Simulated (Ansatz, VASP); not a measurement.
## Ir: VASP beside Ansatz

```
CELL_PARAMETERS angstrom
0.00000 -1.90541 -1.90541
0.00000 1.90541 -1.90541
3.81081 0.00000 0.00000
ATOMIC_POSITIONS crystal
Ir 0.52519 0.47481 0.49438
Ir 0.97481 0.02519 0.00562
```

Change from the starting cell: mode 4 frozen in at -0.096 Å and mode 6 at -0.021 Å (largest displacements).

Alike in both runs: task single point; functional LDA; k mesh 16 × 16 × 12; occupations gaussian, width 0.15 eV; no spin polarisation.

|  | VASP | Ansatz |
| --- | --- | --- |
| version | VASP 6.6.1 | Ansatz 0.2.0 |
| potentials or method | VASP PAW LDA potentials, release 64 (Ir), cutoff 520 eV | scalar-relativistic, plane waves, PAW |
| valence electrons in the cell | 18 | 34 |

```tsv
	VASP	Ansatz	Ansatz less VASP
gap on the k mesh at the Fermi level (eV)	none	none	-
pressure (GPa)	7.0	4.3	-2.68
traceless stress, the component that is largest in VASP (GPa)	-5.71	-5.70	+0.011
rms of the force components (eV/Å)	1.022	0.999	-0.0231
```

Ansatz warns that its potentials were made for another functional, while VASP's fit it. LDA's correlation is that of Perdew and Zunger in VASP and of Perdew and Wang (1992) in Ansatz. Atom by atom the forces differ by 0.024 eV/Å (rms over components). A gap of «none» marks a metal or a gap that the smearing closes. VASP's potentials hold 18 valence electrons a cell and Ansatz's 34, so a difference there can come from the potentials and not from the codes.

Neither program's run includes spin-orbit coupling.
